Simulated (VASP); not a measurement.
A run of VASP 6.6.1:

The input INCAR:

```
SYSTEM = AlN
PREC = Accurate
ENCUT = 520
EDIFF = 1E-6
ISMEAR = 0
SIGMA = 0.05
LREAL = .False.
LASPH = .True.
NELM = 100
ALGO = Normal
ISIF = 2
LWAVE = .False.
LCHARG = .False.
GGA = PE
NBANDS = 11
```

Contents of KPOINTS:

```
Automatic mesh
0
Gamma
  10 10 10
  0 0 0
```

The input POSCAR:

```
AlN
1.0
    0.0000000000      2.1839935596      2.1839935596
    2.1839935596      0.0000000000      2.1839935596
    2.1839935596      2.1839935596      0.0000000000
Al N
1 1
Direct
    0.0231310886      0.0231310886      0.0231310886
    0.7500000000      0.7500000000      0.7500000000
```

Potentials or basis: VASP PAW PBE potentials, release 64 (Al, N).

Command:

```bash
$ cat potpaw_PBE.64/Al/POTCAR potpaw_PBE.64/N/POTCAR > POTCAR
$ mpirun -np 1 vasp_std > vasp.out
```

Hardware: 1 thread of AMD EPYC 7R13 Processor (Zen 3), with other jobs on the host.

Question: Estimate the wall time of this run.

Answer: Wall time 16 s on 1 thread of AMD EPYC 7R13 Processor (Zen 3), on a shared host, peak memory 0.12 GiB. Counts: scf iterations 12, k points 116.
